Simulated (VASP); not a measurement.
# MgO (R3m) in VASP: single point with HSE06

Aim: the single point of MgO with HSE06.

Program: VASP 6.6.1. These are calculated values, not measurements. Logs are shortened: lines on timing, memory, paths and dates and some standing lists are left out, and cuts for length are marked.

## 1. The cell of the first run

Symmetry: R3m, No. 160, trigonal system. The conventional cell has a = 3.356 Å, b = 3.356 Å, c = 7.731 Å, α = 90.00°, β = 90.00°, γ = 120.00°. Within 2.6 Å of Mg (site symmetry 3m) lie 4 O at 1.99 to 2.03 Å. O (site symmetry 3m) has 4 Mg at 1.99 to 2.03 Å within 2.6 Å.

## 2. Single point, HSE06 (epitaxial 111 strain +4.0%)

The input, POSCAR:

```
MgO
1.0
   -0.0943766280      2.2789092612      2.2789092612
    2.2789092612     -0.0943766280      2.2789092612
    2.2789092612      2.2789092612     -0.0943766280
Mg O
1 1
Direct
   -0.0035052988     -0.0035052988     -0.0035052988
    0.2535052988      0.2535052988      0.2535052988
```

The input, INCAR.step1:

```
  PREC = Accurate
  ENCUT = 520
  EDIFF = 1E-5
  ISMEAR = 0
  SIGMA = 0.01
  LREAL = F
  LASPH = T
  NELM = 120
  ALGO = Normal
  ISIF = 2
  LWAVE = T
  LCHARG = F
  GGA = PE
  NBANDS = 11
  GGA_COMPAT = F
```

The input, INCAR.step2:

```
  PREC = Accurate
  ENCUT = 520
  EDIFF = 1E-6
  ISMEAR = 0
  SIGMA = 0.01
  LREAL = F
  LASPH = T
  NELM = 120
  ALGO = Normal
  ISIF = 2
  LWAVE = F
  LCHARG = F
  GGA = PE
  LHFCALC = T
  HFSCREEN = 0.2079
  PRECFOCK = Normal
  ISTART = 1
  NBANDS = 11
  GGA_COMPAT = F
```

The input, KPOINTS:

```
regular mesh
0
Gamma
  6 6 6
```

Potentials or basis: VASP PAW PBE potentials, release 64 (Mg, O).

Started as:

```
> cat potpaw_PBE.64/Mg/POTCAR potpaw_PBE.64/O/POTCAR > POTCAR
> cp INCAR.step1 INCAR
> mpirun -np 1 vasp_std > vasp.out
> cp INCAR.step2 INCAR
> mpirun -np 1 vasp_std > vasp.out
```

OUTCAR:

```text
PREC = Accurate
   ENCUT = 520
   EDIFF = 1E-6
   ISMEAR = 0
   LREAL = F
   LASPH = T
   NELM = 120
   ISIF = 2
   GGA = PE
   LHFCALC = T
   HFSCREEN = 0.2079
   PRECFOCK = Normal
   ISTART = 1

 ion  position               nearest neighbor table
   1  0.996  0.996  0.996-   2 1.99   2 2.03   2 2.03   2 2.03
   2  0.254  0.254  0.254-   1 1.99   1 2.03   1 2.03   1 2.03

  LATTYP: Found a trigonal (rhomboedric) cell.
 ALAT       =     3.2242459257
 COS(alpha) =     0.4581940193

  Lattice vectors:

 A1 = (  -0.0943766280,   2.2789092612,   2.2789092612)
 A2 = (   2.2789092612,  -0.0943766280,   2.2789092612)
 A3 = (   2.2789092612,   2.2789092612,  -0.0943766280)

Analysis of symmetry for initial positions (statically):
=====================================================================
 Subroutine PRICEL returns:
 Original cell was already a primitive cell.

 Routine SETGRP: Setting up the symmetry group for a
 trigonal (rhombohedral) supercell.

 Subroutine GETGRP returns: Found  6 space group operations
 (whereof  6 operations were pure point group operations)
 out of a pool of 12 trial point group operations.

The static configuration has the point symmetry C_3v.

Analysis of symmetry for dynamics (positions and initial velocities):
=====================================================================
 Subroutine PRICEL returns:
 Original cell was already a primitive cell.

 Routine SETGRP: Setting up the symmetry group for a
 trigonal (rhombohedral) supercell.

 Subroutine GETGRP returns: Found  6 space group operations
 (whereof  6 operations were pure point group operations)
 out of a pool of 12 trial point group operations.

The dynamic configuration has the point symmetry C_3v.

 Subroutine INISYM returns: Found  6 space group operations
 (whereof  6 operations are pure point group operations),
 and found     1 'primitive' translations

----------------------------------------------------------------------------------------

                                     Primitive cell

  volume of cell :      25.1403

  direct lattice vectors                    reciprocal lattice vectors
    -0.094376628  2.278909261  2.278909261    -0.206223709  0.215133028  0.215133028
     2.278909261 -0.094376628  2.278909261     0.215133028 -0.206223709  0.215133028
     2.278909261  2.278909261 -0.094376628     0.215133028  0.215133028 -0.206223709

  length of vectors
     3.224245926  3.224245926  3.224245926     0.367549532  0.367549532  0.367549532

  position of ions in fractional coordinates (direct lattice)
     0.996494701  0.996494701  0.996494701
     0.253505299  0.253505299  0.253505299

  ion indices of the primitive-cell ions
   primitive index   ion index
                 1           1
                 2           2

----------------------------------------------------------------------------------------

 KPOINTS: regular mesh

Automatic generation of k-mesh.
 Grid dimensions read from file:
 generate k-points for:    6    6    6

 Generating k-lattice:

  Cartesian coordinates                     Fractional coordinates (reciprocal lattice)
    -0.034370618  0.035855505  0.035855505     0.166666667 -0.000000000 -0.000000000
     0.035855505 -0.034370618  0.035855505    -0.000000000  0.166666667 -0.000000000
     0.035855505  0.035855505 -0.034370618    -0.000000000 -0.000000000  0.166666667

  Length of vectors
     0.061258255  0.061258255  0.061258255

  Shift w.r.t. Gamma in fractional coordinates (k-lattice)
     0.000000000  0.000000000  0.000000000

 Subroutine IBZKPT returns following result:
 ===========================================

 Found     32 irreducible k-points:

 Following reciprocal coordinates:
            Coordinates               Weight
  0.000000  0.000000  0.000000      1.000000
  0.166667  0.000000  0.000000      6.000000
  0.333333  0.000000 -0.000000      6.000000
  0.500000 -0.000000 -0.000000      3.000000
  0.166667  0.166667 -0.000000      6.000000
  0.333333  0.166667 -0.000000     12.000000
[... 16 lines left out ...]
  0.500000  0.500000  0.166667      6.000000
 -0.333333  0.500000  0.166667     12.000000
 [... further k-points ...]
   k-points           NKPTS =     32   k-points in BZ     NKDIM =    216   number of bands    NBANDS=     11
   number of dos      NEDOS =    301   number of ions     NIONS =      2
   total plane-waves  NPLWV =  13824
   dimension x,y,z NGX =    24 NGY =   24 NGZ =   24
   dimension x,y,z NGXF=    48 NGYF=   48 NGZF=   48
   ions per type =               1   1
   NGX,Y,Z   is equivalent  to a cutoff of  12.37, 12.37, 12.37 a.u.
   NGXF,Y,Z  is equivalent  to a cutoff of  24.75, 24.75, 24.75 a.u.
 SYSTEM =  unknown system
   PREC   = accura    normal or accurate (medium, high low for compatibility)
   ISTART =      1    job   : 0-new  1-cont  2-samecut
   ICHARG =      0    charge: 1-file 2-atom 10-const
   ISPIN  =      1    spin polarized calculation?
   LNONCOLLINEAR =      F non collinear calculations
   LSORBIT =      F    spin-orbit coupling
   LASPH  =      T    aspherical Exc in radial PAW
   ENCUT  =  520.0 eV  38.22 Ry    6.18 a.u.   5.99  5.99  5.99*2*pi/ulx,y,z
   NELM   =    120;   NELMIN=  2; NELMDL=  0     # of ELM steps
   EDIFF  = 0.1E-05   stopping-criterion for ELM
   LREAL  =      F    real-space projection
   EDIFFG = 0.1E-04   stopping-criterion for IOM
   NSW    =      0    number of steps for IOM
   IBRION =     -1    ionic relax: 0-MD 1-quasi-New 2-CG
   NFREE  =      0    steps in history (QN), initial steepest desc. (CG)
   ISIF   =      2    stress and relaxation
   ISYM   =      3    0-nonsym 1-usesym 2-fastsym
   POTIM  = 0.5000    time-step for ionic-motion
   TEBEG  =    0.0;   TEEND  =   0.0 temperature during run
   PSTRESS=    0.0 pullay stress
   NELECT =       8.0000    total number of electrons
   NUPDOWN=      -1.0000    fix difference up-down
   EMIN   =  10.00;   EMAX   =-10.00  energy-range for DOS
   EFERMI =   0.00;   METHOD = LEGACY
   ISMEAR =     0;   SIGMA  =   0.01  broadening in eV -4-tet -1-fermi 0-gaus
   EFERMI_NEDOS =   21; number of points for ismear=-14 and -15
   IALGO  =     38    algorithm
   IMIX   =      1    mixing-type and parameters
     AMIX     =   0.40;   BMIX     =  1.00
     AMIX_MAG =   1.60;   BMIX_MAG =  1.00
  volume/ion in A,a.u.               =      12.57        84.83
  Fermi-wavevector in a.u.,A,eV,Ry     =   1.117673  2.112096 16.996307  1.249193
  Thomas-Fermi vector in A             =   2.254298
   LORBIT       =      0    0 simple, 1 ext, 2 COOP (PROOUT), +10 PAW based schemes
   GGA     = PE    functional components
   LHFCALC =     T    Hartree Fock is set to
   PRECFOCK=normal    Normal, Fast or Accurate (Low or Medium for compatibility)
   ENCUT4O =  -1.0   cutoff for four orbital integrals eV
   NKREDX  =     1    reduce k-point grid by
   NKREDY  =     1    reduce k-point grid by
   NKREDZ  =     1    reduce k-point grid by
   AEXX    =    0.2500 exact exchange contribution
   HFSCREEN=    0.2079 screening length (either q_TF or 0.3 A-1)
   HFSCREENC=   0.2079 screening length for correlation (either q_TF or 0.3 A-1)
   ENCUTFOCK=  -1.0 apply spherical cutoff to Coloumb kernel
   IVDW    =     0    specifies the selected vdW correction
   LEPSILON=     F    determine dielectric tensor
   LRPA    =     F    only Hartree local field effects (RPA)
 non-spin polarized calculation
 Gauss-broadening in eV      SIGMA  =   0.01
  energy-cutoff  :      520.00
  volume of cell :       25.14
 maximum number of plane-waves:       694
  NGX = 18; NGY = 18; NGZ = 18

 number of electron       7.9999998 magnetization

 Free energy of the ion-electron system (eV)
  ---------------------------------------------------
  ext. energy  EPLUGINS =         0.00000000
  ---------------------------------------------------
  free energy    TOTEN  =       -13.87986771 eV

  energy without entropy =      -13.87986771  energy(sigma->0) =      -13.87986771

 E-fermi :  -0.4074     XC(G=0):  -7.8287

 val. band max:       -0.5092250140   @ k =   0.0000   0.0000   0.0000
 cond. band min:       4.1549007981   @ k =   0.0000   0.0000   0.0000
 fundamental gap:      4.6641258121
 Fermi energy:        -0.4074142410

 k-point     1 :       0.0000    0.0000    0.0000
  band No.  band energies     occupation
      1     -17.9175      2.00000
      2      -0.7781      2.00000
      3      -0.7781      2.00000
      4      -0.5092      2.00000
      5       4.1549      0.00000
      6      16.9138      0.00000
      7      16.9138      0.00000
      8      18.6076      0.00000
      9      20.6548      0.00000
     10      20.6548      0.00000
     11      21.3778      0.00000

 k-point     2 :       0.1667    0.0000    0.0000
  band No.  band energies     occupation
      1     -17.7755      2.00000
      2      -1.7859      2.00000
      3      -0.8114      2.00000
      4      -0.5983      2.00000
      5       5.4382      0.00000
      6      15.1637      0.00000
      7      16.8109      0.00000
      8      17.9306      0.00000
      9      19.0843      0.00000
     10      19.7543      0.00000
     11      20.4272      0.00000

 k-point     3 :       0.3333    0.0000   -0.0000
  band No.  band energies     occupation
      1     -17.4760      2.00000
      2      -3.2240      2.00000
      3      -0.8757      2.00000
      4      -0.7165      2.00000
      5       7.6344      0.00000
      6      12.3574      0.00000
      7      15.6729      0.00000
      8      16.5854      0.00000
      9      19.9408      0.00000
     10      20.3284      0.00000
     11      21.6915      0.00000
[... 267 lines left out ...]
 k-point    23 :       0.5000    0.5000    0.1667
  band No.  band energies     occupation
      1     -17.1331      2.00000
      2      -3.0771      2.00000
      3      -1.6558      2.00000
      4      -1.5053      2.00000
      5       7.7358      0.00000
      6      12.2136      0.00000
      7      14.4120      0.00000
      8      16.5163      0.00000
      9      17.8169      0.00000
     10      24.1586      0.00000
     11      24.5571      0.00000

 k-point    24 :      -0.3333    0.5000    0.1667
  band No.  band energies     occupation
      1     -17.1007      2.00000
      2      -2.8602      2.00000
      3      -2.0062      2.00000
      4      -1.6532      2.00000
      5       8.0197      0.00000
      6      12.4194      0.00000
      7      14.5875      0.00000
      8      15.2329      0.00000
      9      19.2297      0.00000
     10      23.4358      0.00000
     11      24.3845      0.00000

 [... further k-points ...]

------------------------ aborting loop because EDIFF is reached ----------------------------------------

  FORCE on cell =-STRESS in cart. coord.  units (eV):
  Direction    XX          YY          ZZ          XY          YZ          ZX
  --------------------------------------------------------------------------------------
  -------------------------------------------------------------------------------------
  Total       -1.0370930     -1.0370930     -1.0370930      0.5085957      0.5085957      0.5085957
  in kB      -66.0934286    -66.0934286    -66.0934286     32.4125567     32.4125567     32.4125567
  external PRESSURE =     -66.0934286 kB  Pullay stress =       0.0000000 kB

 VOLUME and BASIS-vectors are now :
 -----------------------------------------------------------------------------
  energy-cutoff  :      520.00
  volume of cell :       25.14
      direct lattice vectors                 reciprocal lattice vectors
    -0.094376628  2.278909261  2.278909261    -0.206223709  0.215133028  0.215133028
     2.278909261 -0.094376628  2.278909261     0.215133028 -0.206223709  0.215133028
     2.278909261  2.278909261 -0.094376628     0.215133028  0.215133028 -0.206223709

 POSITION                                       TOTAL-FORCE (eV/Angst)
 -----------------------------------------------------------------------------------
      4.44780      4.44780      4.44780         0.003416      0.003416      0.003416
      1.13151      1.13151      1.13151        -0.003416     -0.003416     -0.003416
 -----------------------------------------------------------------------------------
    total drift:                                0.000036      0.000037      0.000036

  FREE ENERGIE OF THE ION-ELECTRON SYSTEM (eV)
  ---------------------------------------------------
  free  energy   TOTEN  =       -13.8798677118 eV

  energy  without entropy=      -13.8798677118  energy(sigma->0) =      -13.87986771
```

Wall time 37 min (1 thread of Intel Xeon 8259CL, shared host); peak memory 0.25 GiB.

What came out:

| Quantity | Value |
| --- | --- |
| Free energy | -13.8799 eV |
| Pressure | -6.6 GPa |
| Largest force | 0.006 eV/Å |
| Band gap on the k mesh | 4.66 eV |

Forces in eV/Å, atoms in the order of the input:
```
Mg   0.003  0.003  0.003
O   -0.003 -0.003 -0.003
```

Stress tensor (GPa, compression positive):
```
-6.61  3.24  3.24
 3.24 -6.61  3.24
 3.24  3.24 -6.61
```

Caveat: the cell differs from its parent crystal (epitaxial 111 strain +4.0%); the cell stands under tension; the PAW data sets were made with another functional, which shifts forces and pressure a little.
